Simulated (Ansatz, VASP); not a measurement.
## One calculation of Cu4Sn, two programs

File INCAR:

```
PREC = Accurate
ENCUT = 600
EDIFF = 1E-6
ISMEAR = 0
SIGMA = 0.1
LREAL = False
LASPH = True
NELM = 80
ALGO = Fast
ISIF = 3
LWAVE = False
LCHARG = False
GGA = PE
IBRION = 2
NSW = 100
EDIFFG = -0.01
```

Contents of KPOINTS:

```
regular mesh
0
Gamma
  10 10 10
```

The input POSCAR:

```
Cu4Sn
1.0
   -2.8915342343      2.8915342343      2.8915342343
    2.8915342343     -2.8915342343      2.8915342343
    2.8915342343      2.8915342343     -2.8915342343
Cu Sn
4 1
Direct
    0.5000000000      0.5000000000      0.5000000000
    0.5000000000      0.0000000000      0.0000000000
    0.0000000000      0.0000000000      0.5000000000
    0.0000000000      0.5000000000      0.0000000000
    0.0000000000      0.0000000000      0.0000000000
```

Input for Ansatz:

```yaml
crystal:
  lattice:
    - [-2.8915342343, 2.8915342343, 2.8915342343]
    - [2.8915342343, -2.8915342343, 2.8915342343]
    - [2.8915342343, 2.8915342343, -2.8915342343]
  atoms:
    - { symbol: Cu, position: [0.5, 0.5, 0.5] }
    - { symbol: Cu, position: [0.5, 0.0, 0.0] }
    - { symbol: Cu, position: [0.0, 0.0, 0.5] }
    - { symbol: Cu, position: [0.0, 0.5, 0.0] }
    - { symbol: Sn, position: [0.0, 0.0, 0.0] }
basis:
  ecutwfc: 420
kpoints:
  mp_grid: { grid: [10, 10, 10] }
hamiltonian:
  xc: pbe
scf:
  occupations: { method: gaussian, width: 0.1 }
output:
  forces: true
  stress: true
  eigenvalues: true
  write_density: true
  write_potential: true
  elf: true
  volumetric_format: npy
relax:
  adjacent_minimum: "off"
  f_tol: 0.01
  max_steps: 80
  cell: { stress_tol: 0.05 }
```

Change from the starting cell: species swapped into the GeF4 type (I-43m, No. 217).

Alike in both runs: task relaxation of cell and atoms; functional PBE; k mesh 10 × 10 × 10; occupations gaussian, width 0.1 eV; no spin polarisation.

|  | VASP | Ansatz |
| --- | --- | --- |
| version | VASP 6.6.1 | Ansatz 0.2.0 |
| potentials or method | VASP PAW PBE potentials, release 64 (Cu, Sn_d), cutoff 600 eV | scalar-relativistic, plane waves, PAW |
| valence electrons in the cell | 58 | 90 |

```tsv
	VASP	Ansatz	Ansatz less VASP
gap on the k mesh at the Fermi level, each at its own relaxed structure (eV)	none	none	-
relaxed volume (Å³/atom)	19.51	19.36	-0.146
relaxed cell length with the largest relative difference (Å)	5.022	5.010	-0.0126
```

A gap of «none» marks a metal or a gap that the smearing closes. VASP's potentials hold 58 valence electrons a cell and Ansatz's 90, so a difference there can come from the potentials and not from the codes.
